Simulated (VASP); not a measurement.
# CO2: single point with PBE

The system is CO2.

```xyz
12
Lattice="6.2711 0.0000 0.0000 0.0000 6.2711 0.0000 0.0000 0.0000 5.8333" Properties=species:S:1:pos:R:3 pbc="T T T"
C     0.0000    0.0000    0.0000
C     3.1355    0.0000    2.9167
C     3.1355    3.1355    0.0000
C     0.0000    3.1355    2.9167
O     0.6991    0.6991    0.6503
O     2.4364    5.5719    3.5670
O     3.8347    2.4364    5.1830
O     5.5719    3.8347    2.2664
O     5.5719    5.5719    5.1830
O     3.8347    0.6991    2.2664
O     2.4364    3.8347    0.6503
O     0.6991    2.4364    3.5670
```

This cell differs from its parent crystal: volume 19.117 Å^3 an atom, c/a of the conventional cell 0.9302.

```
Program                : VASP 6.6.1
Task                   : single point
Functional             : PBE
Potentials or basis    : VASP PAW PBE potentials, release 64 (C, O)
Cutoff                 : 520 eV
k mesh                 : 4 × 4 × 4
Occupations            : gaussian, width 0.05 eV
Spin                   : no spin polarisation
Dipole correction      : no
Further INCAR settings : ALGO = Normal; EDIFF = 1e-06; NBANDS = 44
```

```json
{
  "Pressure": "-1.9 GPa",
  "Largest force": "0.749 eV/Å",
  "Band gap on the k mesh": "6.46 eV, direct"
}
```

Forces in eV/Å, atoms in the order of the input:
```
C    0.000  0.000  0.000
C    0.000  0.000  0.000
C    0.000  0.000  0.000
C    0.000  0.000  0.000
O   -0.442 -0.450 -0.404
O    0.442  0.450 -0.404
O   -0.442  0.450  0.404
O    0.442 -0.450  0.404
O    0.442  0.450  0.404
O   -0.442 -0.450  0.404
O    0.442 -0.450 -0.404
O   -0.442  0.450 -0.404
```

Stress tensor (GPa, compression positive):
```
-2.04  0.00  0.00
 0.00 -2.02  0.00
 0.00  0.00 -1.59
```

Levels at points of the mesh, in eV from the valence-band top:
```tsv
k point	band 30	band 31	band 32	band 33	band 34	band 35
(0.00, 0.00, 0.00)	-0.13	-0.09	0.00	6.46	7.90	7.93
(0.50, 0.00, 0.00)	-0.20	-0.07	-0.07	7.66	7.66	7.86
(0.00, 0.50, 0.00)	-0.20	-0.08	-0.08	7.66	7.66	7.92
(0.50, 0.50, 0.00)	-0.20	-0.20	-0.20	7.88	7.88	7.88
(0.00, 0.00, 0.50)	-0.19	-0.11	-0.11	7.83	7.83	7.90
(0.50, 0.00, 0.50)	-0.18	-0.18	-0.18	7.87	7.87	7.87
(0.00, 0.50, 0.50)	-0.17	-0.17	-0.17	7.88	7.88	7.88
(0.50, 0.50, 0.50)	-0.17	-0.17	-0.17	7.91	7.91	7.91
```

It took 4.2 min on 1 thread of Oxide Virtual Turin-like Processor, on a shared host, peak memory 0.39 GiB.

 A k mesh can miss the band edges.
